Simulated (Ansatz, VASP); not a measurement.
# One calculation of Ni, two programs

```
Ni
1.0
     0.00000    1.74147    1.74147
     1.74147    0.00000    1.74147
     1.74147    1.74147    0.00000
Ni
1
Direct
  0.00000 0.00000 0.00000
```

Alike in both runs: task single point; functional PBE; k mesh 20 × 20 × 20; occupations gaussian, width 0.1 eV; collinear spin.

```csv
,VASP,Ansatz
version,VASP 6.6.1,Ansatz 0.2.0
potentials or method,"VASP PAW PBE potentials, release 64 (Ni), cutoff 520 eV","scalar-relativistic, plane waves, PAW"
valence electrons in the cell,10,18
```

|  | VASP | Ansatz | Ansatz less VASP |
| --- | --- | --- | --- |
| gap on the k mesh at the Fermi level (eV) | none | none | - |
| pressure (GPa) | 6.4 | 6.6 | +0.18 |
| net moment per atom (μB) | 0.62 | 0.63 | +0.010 |
| size of the moment on the site where the two differ most (μB) | 0.63 | 0.67 | +0.039 |

Site moments also hang on the region over which each program counts them. A gap of «none» marks a metal or a gap that the smearing closes. The functional is the same, so the differences come from potentials, cutoffs and numerics. VASP's potentials hold 10 valence electrons a cell and Ansatz's 18, so a difference there can come from the potentials and not from the codes.
